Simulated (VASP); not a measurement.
SnO2: single point with PBE

Crystal: SnO2.

```xyz
3
Lattice="1.6168 0.9334 4.9183 -1.6168 0.9334 4.9183 0.0000 -1.8669 4.9183" Properties=species:S:1:pos:R:3 pbc="T T T"
Sn    0.0212    0.0106    7.3774
O    -0.0787   -0.0393    3.4656
O    -0.0787   -0.0393   11.2891
```

This cell differs from its parent crystal: atoms displaced along several vibrational modes.

| Item | Value |
| --- | --- |
| Program | VASP 6.6.1 |
| Task | single point |
| Functional | PBE |
| Potentials or basis | VASP PAW PBE potentials, release 64 (Sn_d, O) |
| Cutoff | 520 eV |
| k mesh | 12 × 12 × 12 |
| Occupations | gaussian, width 0.05 eV |
| Spin | no spin polarisation |
| Dipole correction | no |
| Further INCAR settings | ALGO = Normal; EDIFF = 1e-06; NBANDS = 20 |

```json
{
 "Pressure": "1.8 GPa",
 "Largest force": "1.590 eV/Å",
 "Band gap on the k mesh": "1.99 eV (least direct gap 2.16 eV)"
}
```

Forces on the atoms (eV/Å):
```
Sn  -1.422 -0.710 -0.040
O    0.850  0.459  0.223
O    0.573  0.251 -0.183
```

Stress tensor (GPa, compression positive):
```
2.45 0.50 1.00
0.50 1.71 0.75
1.00 0.75 1.28
```

Levels at points of the mesh, in eV from the valence-band top:
```csv
k point,band 9,band 10,band 11,band 12,band 13,band 14,band 15,band 16,band 17,band 18
"(0.00, 0.00, 0.00)",-1.31,-1.30,-0.84,-0.83,-0.17,1.99,5.80,10.96,11.13,11.54
"(0.50, 0.00, 0.00)",-4.09,-2.96,-1.37,-0.55,-0.47,5.34,7.74,10.09,12.32,12.81
"(0.00, 0.50, 0.00)",-4.12,-2.92,-1.38,-0.54,-0.48,5.31,7.78,10.08,12.19,12.95
"(0.00, 0.00, 0.50)",-4.12,-2.91,-1.39,-0.54,-0.48,5.31,7.78,10.08,12.17,12.96
"(0.50, 0.50, 0.00)",-4.30,-2.97,-1.14,-0.44,-0.05,5.10,7.03,10.73,11.27,12.40
"(0.50, 0.00, 0.50)",-4.30,-2.98,-1.13,-0.44,-0.05,5.10,7.03,10.73,11.28,12.41
"(0.00, 0.50, 0.50)",-4.27,-3.02,-1.11,-0.44,-0.04,5.12,7.00,10.74,11.30,12.57
"(0.50, 0.50, 0.50)",-1.35,-1.33,-1.15,-0.81,-0.80,3.09,5.68,11.27,11.33,11.66
```

Run time: 20 min on 1 thread of Intel(R) Xeon(R) Platinum 8488C (Sapphire Rapids) (shared host), peak memory 0.79 GiB.

Caveat: the cell differs from its parent crystal (atoms displaced along several vibrational modes); spin-orbit coupling is left out, which moves the levels of the heavy elements; forces of over 1 eV/Å act on the atoms, so gaps and moduli don't describe the material at rest. A k mesh can miss the band edges.
